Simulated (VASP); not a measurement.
# Bi (P2/m) in VASP: a series of runs

Bi is run at these levels: LDA; tasks: single point.

All numbers are computed with VASP 6.6.1; they aren't measurements. Logs are shortened: lines on timing, memory, paths and dates and some standing lists are left out, and cuts for length are marked.

### Step 1. The cell of the first run

It takes space group P2/m (No. 10, monoclinic). The conventional cell has a = 3.217 Å, b = 3.200 Å, c = 6.401 Å, α = 90.00°, β = 90.72°, γ = 90.00°. Bi (site symmetry m) has 6 Bi at 3.20 to 3.22 Å within 4.2 Å.

### Step 2. Single point, LDA (volume scaled by 0.98)

INCAR

```
ALGO     = Fast           # electronic algorithm
EDIFF    = 1E-6           # SCF threshold, eV
ENCUT    = 520            # plane-wave cutoff, eV
ISIF     = 2              # what is computed and relaxed
ISMEAR   = -1             # smearing method
LASPH    = True           # aspherical terms in the spheres
LCHARG   = False          # write CHGCAR
LREAL    = False          # projectors in reciprocal space
LWAVE    = False          # write WAVECAR
NBANDS   = 22             # bands
NELM     = 60             # most SCF steps
PREC     = Accurate       # precision mode
SIGMA    = 0.05           # smearing width, eV
```

KPOINTS

```
k-points
0
Gamma
  8 8 4
```

POSCAR

```
Bi
1.0
    3.2166415224      0.0000000000      0.0000000000
    0.0000000000      3.2000209013      0.0000000000
   -0.0799148974      0.0000000000      6.4006399093
Bi
2
Direct
    0.5442472500      0.0000000000      0.7495778900
    0.4557527500      0.0000000000      0.2504221100
```

Potentials or basis: VASP PAW LDA potentials, release 64 (Bi_d).

Launch:

```sh
$ cat potpaw_LDA.64/Bi_d/POTCAR > POTCAR
$ mpirun -np 1 vasp_std > vasp.out
```

OUTCAR:

```text
EDIFF = 1E-6
   ENCUT = 520
   ISIF = 2
   ISMEAR = -1
   LASPH = True
   LREAL = False
   NELM = 60
   PREC = Accurate

 ion  position               nearest neighbor table
   1  0.544  0.000  0.750-   2 3.20   2 3.22
   2  0.456  0.000  0.250-   1 3.20   1 3.22

  LATTYP: Found a simple monoclinic cell.
 ALAT       =     3.2166415224
 B/A-ratio  =     0.9948329271
 C/A-ratio  =     1.9900068852
 COS(beta)  =    -0.0124844813

  Lattice vectors:

 A1 = (   3.2166415224,   0.0000000000,   0.0000000000)
 A2 = (   0.0000000000,   3.2000209013,   0.0000000000)
 A3 = (  -0.0799148974,   0.0000000000,   6.4006399093)

Analysis of symmetry for initial positions (statically):
=====================================================================
 Subroutine PRICEL returns:
 Original cell was already a primitive cell.

 Routine SETGRP: Setting up the symmetry group for a
 simple monoclinic supercell.

 Subroutine GETGRP returns: Found  4 space group operations
 (whereof  4 operations were pure point group operations)
 out of a pool of  4 trial point group operations.

The static configuration has the point symmetry C_2h.

Analysis of symmetry for dynamics (positions and initial velocities):
=====================================================================
 Subroutine PRICEL returns:
 Original cell was already a primitive cell.

 Routine SETGRP: Setting up the symmetry group for a
 simple monoclinic supercell.

 Subroutine GETGRP returns: Found  4 space group operations
 (whereof  4 operations were pure point group operations)
 out of a pool of  4 trial point group operations.

The dynamic configuration has the point symmetry C_2h.

 Subroutine INISYM returns: Found  4 space group operations
 (whereof  4 operations are pure point group operations),
 and found     1 'primitive' translations

----------------------------------------------------------------------------------------

                                     Primitive cell

  volume of cell :      65.8838

  direct lattice vectors                    reciprocal lattice vectors
     3.216641522  0.000000000  0.000000000     0.310883259  0.000000000  0.003881519
     0.000000000  3.200020901  0.000000000     0.000000000  0.312497959  0.000000000
    -0.079914897  0.000000000  6.400639909     0.000000000  0.000000000  0.156234379

  length of vectors
     3.216641522  3.200020901  6.401138777     0.310907489  0.312497959  0.156234379

  position of ions in fractional coordinates (direct lattice)
     0.544247250  0.000000000  0.749577890
     0.455752750  0.000000000  0.250422110

  ion indices of the primitive-cell ions
   primitive index   ion index
                 1           1
                 2           2

----------------------------------------------------------------------------------------

 KPOINTS: k-points

Automatic generation of k-mesh.
 Grid dimensions read from file:
 generate k-points for:    8    8    4

 Generating k-lattice:

  Cartesian coordinates                     Fractional coordinates (reciprocal lattice)
     0.038860407  0.000000000  0.000485190     0.125000000  0.000000000  0.000000000
     0.000000000  0.039062245  0.000000000     0.000000000  0.125000000  0.000000000
     0.000000000  0.000000000  0.039058595     0.000000000  0.000000000  0.250000000

  Length of vectors
     0.038863436  0.039062245  0.039058595

  Shift w.r.t. Gamma in fractional coordinates (k-lattice)
     0.000000000  0.000000000  0.000000000

 Subroutine IBZKPT returns following result:
 ===========================================

 Found     90 irreducible k-points:

 Following reciprocal coordinates:
            Coordinates               Weight
  0.000000  0.000000  0.000000      1.000000
  0.125000  0.000000  0.000000      2.000000
  0.250000  0.000000  0.000000      2.000000
  0.375000  0.000000  0.000000      2.000000
  0.500000  0.000000  0.000000      1.000000
  0.000000  0.125000  0.000000      2.000000
[... 16 lines left out ...]
  0.250000  0.500000  0.000000      2.000000
  0.375000  0.500000  0.000000      2.000000
 [... further k-points ...]
   k-points           NKPTS =     90   k-points in BZ     NKDIM =     90   number of bands    NBANDS=     22
   number of dos      NEDOS =    301   number of ions     NIONS =      2
   total plane-waves  NPLWV =  27648
   dimension x,y,z NGX =    24 NGY =   24 NGZ =   48
   dimension x,y,z NGXF=    48 NGYF=   48 NGZF=   96
   ions per type =               2
   NGX,Y,Z   is equivalent  to a cutoff of  12.40, 12.47, 12.47 a.u.
   NGXF,Y,Z  is equivalent  to a cutoff of  24.81, 24.94, 24.93 a.u.
 SYSTEM =  unknown system
   PREC   = accura    normal or accurate (medium, high low for compatibility)
   ISTART =      0    job   : 0-new  1-cont  2-samecut
   ICHARG =      2    charge: 1-file 2-atom 10-const
   ISPIN  =      1    spin polarized calculation?
   LNONCOLLINEAR =      F non collinear calculations
   LSORBIT =      F    spin-orbit coupling
   LASPH  =      T    aspherical Exc in radial PAW
   ENCUT  =  520.0 eV  38.22 Ry    6.18 a.u.   5.98  5.95 11.90*2*pi/ulx,y,z
   NELM   =     60;   NELMIN=  2; NELMDL= -5     # of ELM steps
   EDIFF  = 0.1E-05   stopping-criterion for ELM
   LREAL  =      F    real-space projection
   EDIFFG = 0.1E-04   stopping-criterion for IOM
   NSW    =      0    number of steps for IOM
   IBRION =     -1    ionic relax: 0-MD 1-quasi-New 2-CG
   NFREE  =      0    steps in history (QN), initial steepest desc. (CG)
   ISIF   =      2    stress and relaxation
   ISYM   =      2    0-nonsym 1-usesym 2-fastsym
   POTIM  = 0.5000    time-step for ionic-motion
   TEBEG  =    0.0;   TEEND  =   0.0 temperature during run
   PSTRESS=    0.0 pullay stress
   NELECT =      30.0000    total number of electrons
   NUPDOWN=      -1.0000    fix difference up-down
   EMIN   =  10.00;   EMAX   =-10.00  energy-range for DOS
   EFERMI =   0.00;   METHOD = LEGACY
   ISMEAR =    -1;   SIGMA  =   0.05  broadening in eV -4-tet -1-fermi 0-gaus
   EFERMI_NEDOS =   21; number of points for ismear=-14 and -15
   IALGO  =     68    algorithm
   IMIX   =      4    mixing-type and parameters
     AMIX     =   0.40;   BMIX     =  1.00
     AMIX_MAG =   1.60;   BMIX_MAG =  1.00
  volume/ion in A,a.u.               =      32.94       222.30
  Fermi-wavevector in a.u.,A,eV,Ry     =   1.259473  2.380059 21.582554  1.586273
  Thomas-Fermi vector in A             =   2.393031
   LORBIT       =      0    0 simple, 1 ext, 2 COOP (PROOUT), +10 PAW based schemes
   GGA     = CA    functional components
   LHFCALC =     F    Hartree Fock is set to
   AEXX    =    0.0000 exact exchange contribution
   IVDW    =     0    specifies the selected vdW correction
   LEPSILON=     F    determine dielectric tensor
   LRPA    =     F    only Hartree local field effects (RPA)
 non-spin polarized calculation
 RMM-DIIS sequential band-by-band and
  energy-cutoff  :      520.00
  volume of cell :       65.88
 maximum number of plane-waves:      1796
   NGX = 11   NGY = 11   NGZ = 23

 number of electron      30.0000023 magnetization

 Free energy of the ion-electron system (eV)
  ---------------------------------------------------
  ext. energy  EPLUGINS =         0.00000000
  ---------------------------------------------------
  free energy    TOTEN  =        -9.05869894 eV

  energy without entropy =       -9.04457768  energy(sigma->0) =       -9.05163831

 E-fermi :   6.7956     XC(G=0): -10.1386

 val. band max:        6.7909737679   @ k =  -0.3750   0.2500   0.2500
 cond. band min:       6.8031172869   @ k =   0.1250   0.2500   0.2500
 fundamental gap:      0.0121435190
 Fermi energy:         6.7956140319

 k-point     1 :       0.0000    0.0000    0.0000
  band No.  band energies     occupation
      1     -16.1334      2.00000
      2     -16.1221      2.00000
      3     -16.1149      2.00000
      4     -15.8514      2.00000
      5     -15.8505      2.00000
      6     -15.8341      2.00000
[... 14 lines left out ...]
     21      15.0350      0.00000
     22      16.7279      0.00000

 k-point     2 :       0.1250    0.0000    0.0000
  band No.  band energies     occupation
      1     -16.1292      2.00000
      2     -16.0840      2.00000
      3     -16.0802      2.00000
      4     -15.8686      2.00000
      5     -15.8499      2.00000
      6     -15.8164      2.00000
[... 14 lines left out ...]
     21      15.0444      0.00000
     22      16.9159      0.00000

 k-point     3 :       0.2500    0.0000    0.0000
  band No.  band energies     occupation
      1     -16.1232      2.00000
      2     -16.0245      2.00000
      3     -15.9753      2.00000
      4     -15.9126      2.00000
      5     -15.8462      2.00000
      6     -15.8144      2.00000
[... 14 lines left out ...]
     21      15.4974      0.00000
     22      17.7792      0.00000

 k-point     4 :       0.3750    0.0000    0.0000
  band No.  band energies     occupation
      1     -16.1173      2.00000
      2     -15.9860      2.00000
      3     -15.9560      2.00000
      4     -15.8705      2.00000
      5     -15.8466      2.00000
      6     -15.8425      2.00000
[... 14 lines left out ...]
     21      16.2685      0.00000
     22      18.4061      0.00000

 k-point     5 :       0.5000    0.0000    0.0000
  band No.  band energies     occupation
      1     -16.1149      2.00000
      2     -15.9753      2.00000
      3     -15.9732      2.00000
      4     -15.8604      2.00000
      5     -15.8491      2.00000
      6     -15.8414      2.00000
[... 417 lines left out ...]
 k-point    22 :       0.1250    0.5000    0.0000
  band No.  band energies     occupation
      1     -16.0747      2.00000
      2     -15.9767      2.00000
      3     -15.9187      2.00000
      4     -15.8725      2.00000
      5     -15.8626      2.00000
      6     -15.8570      2.00000
[... 14 lines left out ...]
     21      16.9092      0.00000
     22      17.2035      0.00000

 k-point    23 :       0.2500    0.5000    0.0000
  band No.  band energies     occupation
      1     -16.0147      2.00000
      2     -15.9710      2.00000
      3     -15.9160      2.00000
      4     -15.9039      2.00000
      5     -15.8992      2.00000
      6     -15.8514      2.00000
[... 14 lines left out ...]
     21      14.7473      0.00000
     22      15.0108      0.00000

 k-point    24 :       0.3750    0.5000    0.0000
  band No.  band energies     occupation
      1     -15.9752      2.00000
      2     -15.9654      2.00000
      3     -15.9589      2.00000
      4     -15.9449      2.00000
      5     -15.9407      2.00000
      6     -15.8480      2.00000
[... 14 lines left out ...]
     21      12.9423      0.00000
     22      14.3638      0.00000

 [... further k-points ...]

------------------------ aborting loop because EDIFF is reached ----------------------------------------

  FORCE on cell =-STRESS in cart. coord.  units (eV):
  Direction    XX          YY          ZZ          XY          YZ          ZX
  --------------------------------------------------------------------------------------
  -------------------------------------------------------------------------------------
  Total       -0.3273793     -0.0032122     -0.4265070      0.0000000      0.0000000     -0.0485881
  in kB       -7.9612815     -0.0781150    -10.3718902      0.0000000      0.0000000     -1.1815753
  external PRESSURE =      -6.1370956 kB  Pullay stress =       0.0000000 kB

 VOLUME and BASIS-vectors are now :
 -----------------------------------------------------------------------------
  energy-cutoff  :      520.00
  volume of cell :       65.88
      direct lattice vectors                 reciprocal lattice vectors
     3.216641522  0.000000000  0.000000000     0.310883259  0.000000000  0.003881519
     0.000000000  3.200020901  0.000000000     0.000000000  0.312497959  0.000000000
    -0.079914897  0.000000000  6.400639909     0.000000000  0.000000000  0.156234379

 POSITION                                       TOTAL-FORCE (eV/Angst)
 -----------------------------------------------------------------------------------
      1.69075      0.00000      4.79778        -0.003884      0.000000     -0.011437
      1.44598      0.00000      1.60286         0.003884      0.000000      0.011437
 -----------------------------------------------------------------------------------
    total drift:                                0.000000     -0.000000      0.000000

  FREE ENERGIE OF THE ION-ELECTRON SYSTEM (eV)
  ---------------------------------------------------
  free  energy   TOTEN  =        -9.0586989417 eV

  energy  without entropy=       -9.0445776803  energy(sigma->0) =       -9.05163831
```

Wall time 76 s (1 thread of Intel Xeon Platinum 8488C (Sapphire Rapids), shared host); peak memory 0.21 GiB.

Results:

| Item | Value |
| --- | --- |
| Free energy | -9.0587 eV |
| Pressure | -0.6 GPa |
| Largest force | 0.012 eV/Å |
| Band gap on the k mesh | zero (band 15 reaches 10.75 eV, above the bottom of band 16 at 4.35 eV) |

Forces on the atoms (eV/Å):
```
Bi  -0.004  0.000 -0.011
Bi   0.004  0.000  0.011
```

Caveat: the cell differs from its parent crystal (volume scaled by 0.98); spin-orbit coupling is left out, which moves the levels of the heavy elements.

### Step 3. Single point, LDA

This run uses another cell than the first one, of 33.61 Å³/atom, 1.020 times its volume.

INCAR

```
PREC = Accurate ; ENCUT = 520
EDIFF = 1E-6 ; ISMEAR = -1
SIGMA = 0.05 ; LREAL = F
LASPH = T ; NELM = 60
ALGO = Fast ; ISIF = 2
LWAVE = F ; LCHARG = T
LELF = T ; LVHAR = T
NBANDS = 22
```

KPOINTS

```
Automatic mesh
0
Gamma
  8 8 4
```

POSCAR

```
Bi
1.0
    3.2383762460      0.0000000000      0.0000000000
    0.0000000000      3.2216433200      0.0000000000
   -0.0804548793      0.0000000000      6.4438887882
Bi
2
Direct
    0.5442472500      0.0000000000      0.7495778900
    0.4557527500      0.0000000000      0.2504221100
```

Potentials or basis: VASP PAW LDA potentials, release 64 (Bi_d).

Launch:

```sh
$ cat potpaw_LDA.64/Bi_d/POTCAR > POTCAR
$ mpirun -np 1 vasp_std > vasp.out
```

Wall time 67 s (1 thread of Intel Xeon Platinum 8488C (Sapphire Rapids), shared host); peak memory 0.19 GiB.

The run converged. Its results:

```
Free energy            : -9.0497 eV
Pressure               : -1.7 GPa
Largest force          : 0.017 eV/Å
Band gap on the k mesh : zero (band 15 reaches 10.44 eV, above the bottom of band 16 at 4.16 eV)
```

Forces in eV/Å, atoms in the order of the input:
```
Bi  -0.009  0.000 -0.014
Bi   0.009  0.000  0.014
```

Stress tensor (GPa, compression positive):
```
-1.84  0.00 -0.10
 0.00 -1.10  0.00
-0.10  0.00 -2.06
```

Levels at points of the mesh, in eV from the Fermi level:
| k point | band 11 | band 12 | band 13 | band 14 | band 15 | band 16 | band 17 | band 18 | band 19 | band 20 |
| --- | --- | --- | --- | --- | --- | --- | --- | --- | --- | --- |
| (0.00, 0.00, 0.00) | -13.22 | -11.26 | -5.03 | 3.20 | 3.25 | 3.27 | 4.81 | 5.20 | 6.59 | 8.03 |
| (0.50, 0.00, 0.00) | -11.28 | -9.40 | -4.99 | -3.20 | -3.06 | 2.43 | 5.19 | 5.47 | 7.15 | 9.85 |
| (0.00, 0.50, 0.00) | -11.24 | -9.30 | -5.04 | -3.14 | -3.12 | 2.78 | 5.15 | 5.20 | 6.85 | 9.79 |
| (0.50, 0.50, 0.00) | -9.32 | -7.41 | -3.15 | -3.08 | -1.42 | -1.39 | -1.25 | 2.81 | 5.00 | 5.36 |
| (0.00, 0.00, 0.50) | -12.47 | -12.44 | -1.81 | -1.78 | 3.89 | 3.98 | 4.08 | 4.10 | 7.71 | 7.78 |
| (0.50, 0.00, 0.50) | -10.56 | -10.52 | -4.30 | -4.28 | 0.18 | 0.28 | 5.43 | 5.48 | 6.02 | 6.06 |
| (0.00, 0.50, 0.50) | -10.51 | -10.48 | -4.27 | -4.25 | 0.21 | 0.25 | 5.48 | 5.48 | 5.88 | 5.97 |
| (0.50, 0.50, 0.50) | -8.60 | -8.56 | -2.43 | -2.41 | -2.40 | -2.38 | 2.14 | 2.25 | 3.50 | 3.53 |

Caveat: spin-orbit coupling is left out, which moves the levels of the heavy elements.

### Step 4. Single point, LDA (volume scaled by 1.06)

INCAR

```
SYSTEM = Bi
ALGO     = Fast           ! electronic algorithm
EDIFF    = 1E-6           ! SCF threshold, eV
ENCUT    = 520            ! plane-wave cutoff, eV
GGA      = CA             ! functional
ISIF     = 2              ! what is computed and relaxed
ISMEAR   = -1             ! smearing method
LASPH    = .True.         ! aspherical terms in the spheres
LCHARG   = .True.         ! write CHGCAR
LELF     = .True.         ! ELF
LREAL    = .False.        ! projectors in reciprocal space
LVHAR    = .True.       
LWAVE    = .False.        ! write WAVECAR
NBANDS   = 22             ! bands
NELM     = 100            ! most SCF steps
PREC     = Accurate       ! precision mode
SIGMA    = 0.05           ! smearing width, eV
```

KPOINTS

```
k-points
0
Gamma
  8 8 4
  0 0 0
```

POSCAR

```
Bi
1.0
    3.3018899442      0.0000000000      0.0000000000
    0.0000000000      3.2848288383      0.0000000000
   -0.0820328266      0.0000000000      6.5702716347
Bi
2
Direct
    0.5442472500      0.0000000000      0.7495778900
    0.4557527500      0.0000000000      0.2504221100
```

Launch:

```sh
$ cat potpaw_LDA.64/Bi_d/POTCAR > POTCAR
$ mpirun -np 1 vasp_std > vasp.out
```

Wall time 78 s (1 thread of Intel Xeon Platinum 8488C (Sapphire Rapids), shared host); peak memory 0.22 GiB.

It converged, with:

| Item | Value |
| --- | --- |
| Free energy | -8.9763 eV |
| Pressure | -4.2 GPa |
| Largest force | 0.033 eV/Å |
| Band gap on the k mesh | zero (band 15 reaches 9.56 eV, above the bottom of band 16 at 3.66 eV) |

Forces in eV/Å, atoms in the order of the input:
```
Bi  -0.025  0.000 -0.021
Bi   0.025  0.000  0.021
```

Stress tensor (GPa, compression positive):
```
-4.31  0.00 -0.04
 0.00 -3.70  0.00
-0.04  0.00 -4.48
```

Levels at points of the mesh, in eV from the Fermi level:
```
           k point  band 12  band 13  band 14  band 15  band 16  band 17  band 18  band 19
(0.00, 0.00, 0.00)   -11.08    -4.67     3.06     3.10     3.12     4.53     4.88     6.27
(0.50, 0.00, 0.00)    -9.42    -4.64    -2.97    -2.84     2.54     4.87     5.19     6.61
(0.00, 0.50, 0.00)    -9.33    -4.68    -2.91    -2.89     2.92     4.83     4.87     6.35
(0.50, 0.50, 0.00)    -7.64    -2.92    -2.85    -1.32    -1.29    -1.16     2.95     4.92
(0.00, 0.00, 0.50)   -12.12    -1.68    -1.65     3.69     3.77     3.87     3.88     7.43
(0.50, 0.00, 0.50)   -10.40    -3.99    -3.97     0.16     0.25     5.45     5.49     5.61
(0.00, 0.50, 0.50)   -10.36    -3.96    -3.95     0.18     0.22     5.48     5.50     5.50
(0.50, 0.50, 0.50)    -8.65    -2.25    -2.23    -2.22    -2.21     1.95     2.05     3.62
```

Caveat: the cell differs from its parent crystal (volume scaled by 1.06); spin-orbit coupling is left out, which moves the levels of the heavy elements.

### Step 5. Overview

| cell | gap on the mesh (eV) | pressure (GPa) | largest force (eV/Å) |
| --- | --- | --- | --- |
| a = 3.217, b = 3.200, c = 6.401 Å, angles 90.0, 90.7, 90.0°, 2 atoms | none | -0.6 | 0.01 |
| a = 3.238, b = 3.222, c = 6.444 Å, angles 90.0, 90.7, 90.0°, 2 atoms | none | -1.7 | 0.02 |
| a = 3.302, b = 3.285, c = 6.571 Å, angles 90.0, 90.7, 90.0°, 2 atoms | none | -4.2 | 0.03 |

Alike in all rows: task single point; level LDA; potentials or basis VASP PAW LDA potentials, release 64 (Bi_d); no spin polarisation; k mesh 8 × 8 × 4; cutoff (eV) 520; smearing fermi-dirac 0.05 eV.

Caveats: spin-orbit coupling is left out, which moves the levels of the heavy elements.

Absolute energies hang on the potentials; compare differences alone.
